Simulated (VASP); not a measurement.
Set up this calculation in VASP 6.6.1, as the native input.

```
Task                   : single point
Functional             : r2SCAN
Potentials or basis    : VASP PAW PBE potentials, release 64 (Sb)
Cutoff                 : 550 eV
k mesh                 : 8 × 8 × 8
Occupations            : fermi-dirac, width 0.1 eV
Spin                   : no spin polarisation
Dipole correction      : no
Further INCAR settings : ALGO = Normal; EDIFF = 1e-06; NBANDS = 8
```

Crystal: Sb.

```xyz
1
Lattice="-1.8996 1.8996 1.8996 1.8996 -1.8996 1.8996 1.8996 1.8996 -1.8996" Properties=species:S:1:pos:R:3 pbc="T T T"
Sb    0.0000    0.0000    0.0000
```

These files were run (other wordings do the same):

POSCAR

```
Sb
1.0
   -1.8996230781      1.8996230781      1.8996230781
    1.8996230781     -1.8996230781      1.8996230781
    1.8996230781      1.8996230781     -1.8996230781
Sb
1
Direct
    0.0000000000      0.0000000000      0.0000000000
```

INCAR.step1

```
PREC     = Accurate       # precision mode
ENCUT    = 550            # plane-wave cutoff, eV
ISMEAR   = -1             # smearing method
SIGMA    = 0.1            # smearing width, eV
LREAL    = F              # projectors in reciprocal space
LASPH    = T              # aspherical terms in the spheres
NELM     = 120            # most SCF steps
NBANDS   = 8              # bands
GGA      = PE             # functional
ALGO     = Normal         # electronic algorithm
EDIFF    = 1E-5           # SCF threshold, eV
LWAVE    = T              # write WAVECAR
LCHARG   = F              # write CHGCAR
GGA_COMPAT= F
```

INCAR.step2

```
PREC     = Accurate       # precision mode
ENCUT    = 550            # plane-wave cutoff, eV
EDIFF    = 1E-6           # SCF threshold, eV
ISMEAR   = -1             # smearing method
SIGMA    = 0.1            # smearing width, eV
LREAL    = F              # projectors in reciprocal space
LASPH    = T              # aspherical terms in the spheres
NELM     = 120            # most SCF steps
ALGO     = Normal         # electronic algorithm
ISIF     = 2              # what is computed and relaxed
LWAVE    = F              # write WAVECAR
LCHARG   = F              # write CHGCAR
METAGGA  = R2SCAN         # meta-GGA
LMIXTAU  = T            
NBANDS   = 8              # bands
ISTART   = 1            
GGA_COMPAT= F
```

KPOINTS

```
regular mesh
0
Gamma
  8 8 8
```

Potentials or basis: VASP PAW PBE potentials, release 64 (Sb).

Command:

```bash
$ cat potpaw_PBE.64/Sb/POTCAR > POTCAR
$ cp INCAR.step1 INCAR
$ mpirun -np 1 vasp_std > vasp.out
$ cp INCAR.step2 INCAR
$ mpirun -np 1 vasp_std > vasp.out
```

It gave:

- Pressure: -1.3 GPa

Caveat: the PAW data sets were made with another functional, which shifts forces and pressure a little.

Run time: 48 s on 1 thread of AMD EPYC 7R43 64-Core Processor (Zen 3), with other jobs on the host, peak memory 0.13 GiB.
